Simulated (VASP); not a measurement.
A run of VASP 6.6.1 is set up as follows.

File INCAR:

```
SYSTEM = Rh
ALGO     = Normal         ! electronic algorithm
EDIFF    = 1E-6           ! SCF threshold, eV
ENCUT    = 520            ! plane-wave cutoff, eV
GGA      = PS             ! functional
ISIF     = 2              ! what is computed and relaxed
ISMEAR   = -1             ! smearing method
LASPH    = .True.         ! aspherical terms in the spheres
LCHARG   = .True.         ! write CHGCAR
LELF     = .True.         ! ELF
LREAL    = .False.        ! projectors in reciprocal space
LVHAR    = .True.       
LWAVE    = .False.        ! write WAVECAR
NBANDS   = 22             ! bands
NELM     = 80             ! most SCF steps
PREC     = Accurate       ! precision mode
SIGMA    = 0.05           ! smearing width, eV
```

Contents of KPOINTS:

```
k-points
0
Gamma
  11 11 6
  0 0 0
```

The input POSCAR:

```
Rh
1.0
    2.7490655232      0.0000000000      0.0000000000
   -1.3745327616      2.3807605798      0.0000000000
    0.0000000000      0.0000000000      4.4578175964
Rh
2
Direct
    0.3333333333      0.6666666667      0.2500000000
    0.6666666667      0.3333333333      0.7500000000
```

Potentials or basis: VASP PAW PBE potentials, release 64 (Rh_pv).

Run with:

```console
$ cat potpaw_PBE.64/Rh_pv/POTCAR > POTCAR
$ mpirun -np 1 vasp_std > vasp.out
```

Question: What does it give for the band gap on the k mesh?

Answer: Zero (band 15 reaches 11.34 eV, above the bottom of band 16 at 9.20 eV).

Question: What does it give for the pressure?

Answer: -17.8 GPa.

Stress tensor (GPa, compression positive):
```
-17.36   0.00   0.00
  0.00 -17.36   0.00
  0.00   0.00 -18.79
```

Caveat: the PAW data sets were made with another functional, which shifts forces and pressure a little.
